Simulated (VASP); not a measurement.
# ZnCu2SnSe4 (I-4) in VASP: further runs, part 2 of 2

VASP 6.6.1. Earlier steps stand in the parts before.

### Step 3. Single point, PBE

This run uses another cell than the first one, of 23.93 Å³/atom.

INCAR

```
PREC = Accurate
ENCUT = 520
EDIFF = 1E-7
ISMEAR = -1
SIGMA = 0.02
LREAL = False
LASPH = True
NELM = 80
ALGO = Normal
ISIF = 2
LWAVE = False
LCHARG = True
GGA = PE
LELF = True
LVHAR = True
NBANDS = 46
```

KPOINTS

```
regular mesh
0
Gamma
  6 6 6
```

POSCAR

```
ZnCu2SnSe4
1.0
   -2.8821956977      2.8821956977      5.7610378757
    2.8821956977     -2.8821956977      5.7610378757
    2.8821956977      2.8821956977     -5.7610378757
Cu Zn Sn Se
2 1 1 4
Direct
    0.0000000000      0.0000000000      0.0000000000
    0.7500000000      0.2500000000      0.5000000000
    0.2500000000      0.7500000000      0.5000000000
    0.5000000000      0.5000000000      0.0000000000
    0.1009140144      0.6294170945      0.9907029608
    0.3705829055      0.3612858664      0.4714969199
    0.6387141336      0.1102110536      0.0092970392
    0.8897889464      0.8990859856      0.5285030801
```

Potentials or basis: VASP PAW PBE potentials, release 64 (Cu, Zn, Sn_d, Se).

Started as:

```console
cat potpaw_PBE.64/Cu/POTCAR potpaw_PBE.64/Zn/POTCAR potpaw_PBE.64/Sn_d/POTCAR potpaw_PBE.64/Se/POTCAR > POTCAR
mpirun -np 1 vasp_std > vasp.out
```

OUTCAR:

```text
PREC = Accurate
   ENCUT = 520
   EDIFF = 1E-7
   ISMEAR = -1
   LREAL = False
   LASPH = True
   NELM = 80
   ISIF = 2
   GGA = PE

 ion  position               nearest neighbor table
   1  0.000  0.000  0.000-   5 2.44   8 2.44   6 2.44   7 2.44
   2  0.750  0.250  0.500-   7 2.43   5 2.43   8 2.43   6 2.43
   3  0.250  0.750  0.500-   6 2.50   7 2.50   8 2.50   5 2.50
   4  0.500  0.500  0.000-   7 2.63   5 2.63   8 2.63   6 2.63
   5  0.101  0.629  0.991-   2 2.43   1 2.44   3 2.50   4 2.63
   6  0.371  0.361  0.471-   2 2.43   1 2.44   3 2.50   4 2.63
   7  0.639  0.110  0.009-   2 2.43   1 2.44   3 2.50   4 2.63
[... 1389 lines left out ...]
  Total        0.1749351      0.1749351      0.1991377     -0.0000001      0.0000000      0.0000000
  in kB        1.4641312      1.4641312      1.6666962     -0.0000009      0.0000000      0.0000000
  external PRESSURE =       1.5316529 kB  Pullay stress =       0.0000000 kB

 VOLUME and BASIS-vectors are now :
 -----------------------------------------------------------------------------
  energy-cutoff  :      520.00
  volume of cell :      191.43
      direct lattice vectors                 reciprocal lattice vectors
    -2.882195698  2.882195698  5.761037876     0.000000000  0.173478852  0.086789917
     2.882195698 -2.882195698  5.761037876     0.173478852  0.000000000  0.086789917
     2.882195698  2.882195698 -5.761037876     0.173478852  0.173478852  0.000000000

 POSITION                                       TOTAL-FORCE (eV/Angst)
 -----------------------------------------------------------------------------------
      0.00000      0.00000      0.00000        -0.000000     -0.000000     -0.000000
      0.00000      2.88220      2.88052        -0.000000     -0.000000     -0.000000
      2.88220      0.00000      2.88052        -0.000000     -0.000000     -0.000000
      0.00000      0.00000      5.76104        -0.000000     -0.000000     -0.000000
      4.37865      1.33215     -1.50001        -0.007346      0.014051      0.003974
      1.33215      1.38574      1.50001         0.014051      0.007346     -0.003974
     -1.49645      1.55005      4.26103         0.007346     -0.014051      0.003974
      1.55005      1.49645      7.26105        -0.014051     -0.007346     -0.003974
 -----------------------------------------------------------------------------------
    total drift:                               -0.000014     -0.000014     -0.000014

  FREE ENERGIE OF THE ION-ELECTRON SYSTEM (eV)
  ---------------------------------------------------
  free  energy   TOTEN  =       -29.5923518270 eV

  energy  without entropy=      -29.5919518787  energy(sigma->0) =      -29.59215185
```

OSZICAR:

```text
N       E                     dE             d eps       ncg     rms          rms(c)
DAV:   1     0.694327881039E+03    0.69433E+03   -0.31297E+04  3318   0.186E+03
DAV:   2     0.854347025043E+02   -0.60889E+03   -0.58745E+03  3312   0.481E+02
DAV:   3    -0.235637453852E+02   -0.10900E+03   -0.10621E+03  4096   0.196E+02
DAV:   4    -0.311045614007E+02   -0.75408E+01   -0.74460E+01  4226   0.511E+01
DAV:   5    -0.314130630138E+02   -0.30850E+00   -0.30782E+00  4540   0.114E+01    0.122E+01
DAV:   6    -0.316465384658E+02   -0.23348E+00   -0.31862E+01  4968   0.891E+01    0.970E+00
DAV:   7    -0.295291839245E+02    0.21174E+01   -0.79699E+00  4400   0.670E+01    0.457E+00
DAV:   8    -0.296936603371E+02   -0.16448E+00   -0.35163E+00  5328   0.237E+01    0.321E+00
DAV:   9    -0.295990196646E+02    0.94641E-01   -0.11212E+00  4644   0.182E+01    0.805E-01
DAV:  10    -0.295907899550E+02    0.82297E-02   -0.89365E-02  4822   0.602E+00    0.197E-01
DAV:  11    -0.295919423986E+02   -0.11524E-02   -0.11945E-02  5190   0.199E+00    0.186E-01
DAV:  12    -0.295923050725E+02   -0.36267E-03   -0.21662E-03  5108   0.105E+00    0.628E-02
DAV:  13    -0.295923412653E+02   -0.36193E-04   -0.72151E-04  5166   0.434E-01    0.245E-02
DAV:  14    -0.295923445554E+02   -0.32901E-05   -0.84095E-05  4748   0.124E-01    0.146E-02
DAV:  15    -0.295923505603E+02   -0.60050E-05   -0.25122E-05  4718   0.542E-02    0.548E-03
DAV:  16    -0.295923517359E+02   -0.11755E-05   -0.33924E-06  4944   0.197E-02    0.222E-03
DAV:  17    -0.295923518270E+02   -0.91138E-07   -0.84411E-07  3904   0.979E-03
   1 F= -.29592352E+02 E0= -.29592152E+02  d E =-.399948E-03
```

It took 7.1 min on 1 thread of Intel Xeon 6975P-C (Granite Rapids), shared host; peak memory 0.62 GiB.

What came out:

* Free energy: -29.5924 eV
* Pressure: 0.2 GPa
* Largest force: 0.016 eV/Å
* Band gap on the k mesh: 0.03 eV

Forces on the atoms (eV/Å):
```
Cu   0.000  0.000  0.000
Cu   0.000  0.000  0.000
Zn   0.000  0.000  0.000
Sn   0.000  0.000  0.000
Se  -0.007  0.014  0.004
Se   0.014  0.007 -0.004
Se   0.007 -0.014  0.004
Se  -0.014 -0.007 -0.004
```

Caveat: semilocal functionals underestimate gaps, and a narrow one can read as zero; spin-orbit coupling is left out, which moves the levels of the heavy elements. A k mesh can miss the band edges.

### Step 4. Single point, PBE (24.65 Å³/atom)

This run uses another cell than the first one, of 24.65 Å³/atom.

INCAR

```
PREC = Accurate
ENCUT = 520
EDIFF = 1E-6
ISMEAR = -1
SIGMA = 0.02
LREAL = F
LASPH = T
NELM = 80
ALGO = Normal
ISIF = 2
LWAVE = F
LCHARG = F
GGA = PE
NBANDS = 46
```

KPOINTS is that of step 3.

POSCAR: that of step 3 with these lines changed.

```diff
@@ -2,5 +2,5 @@
 1.0
-   -2.8821956977      2.8821956977      5.7610378757
-    2.8821956977     -2.8821956977      5.7610378757
-    2.8821956977      2.8821956977     -5.7610378757
+   -2.9107341447      2.9107341447      5.8180815645
+    2.9107341447     -2.9107341447      5.8180815645
+    2.9107341447      2.9107341447     -5.8180815645
 Cu Zn Sn Se
```

Started as:

```console
cat potpaw_PBE.64/Cu/POTCAR potpaw_PBE.64/Zn/POTCAR potpaw_PBE.64/Sn_d/POTCAR potpaw_PBE.64/Se/POTCAR > POTCAR
mpirun -np 1 vasp_std > vasp.out
```

It took 6.6 min on 1 thread of Intel Xeon 6975P-C (Granite Rapids), shared host; peak memory 0.63 GiB.

Results (log left out):

```yaml
Free_energy: -29.5691 eV
Pressure: -1.4 GPa
Largest_force: 0.056 eV/Å
Band_gap_on_the_k_mesh: 0.03 eV
```

Forces in eV/Å, atoms in the order of the input:
```
Cu   0.000  0.000  0.000
Cu   0.000  0.000  0.000
Zn   0.000  0.000  0.000
Sn   0.000  0.000  0.000
Se  -0.031  0.039  0.025
Se   0.039  0.031 -0.025
Se   0.031 -0.039  0.025
Se  -0.039 -0.031 -0.025
```

Levels at points of the mesh, in eV from the valence-band top:
```
           k point  band 32  band 33  band 34  band 35  band 36  band 37  band 38  band 39  band 40  band 41
(0.00, 0.00, 0.00)    -1.52    -1.40    -0.35     0.00     0.00     0.03     1.82     2.21     3.35     3.35
(0.50, 0.00, 0.00)    -1.32    -1.13    -1.06    -0.96    -0.49     1.16     2.73     2.84     3.67     3.79
(0.50, 0.50, 0.00)    -1.16    -0.79    -0.68    -0.48    -0.33     0.10     1.74     2.57     3.63     3.69
(0.50, 0.50, 0.50)    -1.21    -1.02    -1.02    -0.79    -0.79     0.80     1.87     1.87     2.06     2.76
```

Caveat: semilocal functionals underestimate gaps, and a narrow one can read as zero; spin-orbit coupling is left out, which moves the levels of the heavy elements. A k mesh can miss the band edges.

### Step 5. Overview

| level | cell | gap on the mesh (eV) | pressure (GPa) | largest force (eV/Å) |
| --- | --- | --- | --- | --- |
| r2SCAN | a = 6.974 Å, angles 131.8, 131.8, 70.6°, 8 atoms, atomic positions A | 0.08 | 0.0 | 0.01 |
| PBE | a = 7.057 Å, angles 131.8, 131.8, 70.6°, 8 atoms, atomic positions B | 0.03 | 0.2 | 0.02 |
| PBE | a = 7.127 Å, angles 131.8, 131.8, 70.6°, 8 atoms, atomic positions B | 0.03 | -1.4 | 0.06 |

Alike in all rows: task single point; potentials or basis VASP PAW PBE potentials, release 64 (Cu, Zn, Sn_d, Se); no spin polarisation; k mesh 6 × 6 × 6; cutoff (eV) 520; smearing fermi-dirac 0.02 eV.

Caveats: semilocal functionals underestimate gaps, and a narrow one can read as zero; spin-orbit coupling is left out, which moves the levels of the heavy elements; the PAW data sets were made with another functional, which shifts forces and pressure a little (at least some runs).

Absolute energies hang on the potentials; compare differences alone.
